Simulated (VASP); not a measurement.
Runs of VASP 6.6.1 on LaBeO3. Symmetry: Pm-3m, No. 221, cubic system. Conventional cell: a = 3.708 Å, b = 3.708 Å, c = 3.708 Å, α = 90.00°, β = 90.00°, γ = 90.00°. La (site symmetry m-3m) has 12 O at 2.62 Å and 8 Be at 3.21 Å within 3.5 Å. Within 2.5 Å of Be (site symmetry m-3m) lie 6 O at 1.85 Å. Within 2.5 Å of O (site symmetry 4/mmm) lie 2 Be at 1.85 Å. 

```csv
smearing,gap on the mesh (eV),pressure (GPa)
gaussian 0.05 eV,none,-12.5
gaussian 0.25 eV,none,-12.0
gaussian 0.1 eV,none,(a)
gaussian 0.15 eV,none,-12.3
gaussian 0.025 eV,none,-12.5
```

Alike in all rows: task single point; level LDA; potentials or basis VASP PAW LDA potentials, release 64 (La, Be, O); no spin polarisation; cell as given; k mesh 6 × 6 × 6; cutoff (eV) 520.

Problem. Fill in the values left out.

Solution. (a) -12.4.

Caveats: spin-orbit coupling is left out, which moves the levels of the heavy elements; an odd number of electrons without spin polarisation forces a metal; a magnetic or distorted state may lie lower.

A k mesh can miss the band edges, and the runs leave out spin-orbit coupling on La.

A gap of «none» marks levels without a gap at the run's occupations.
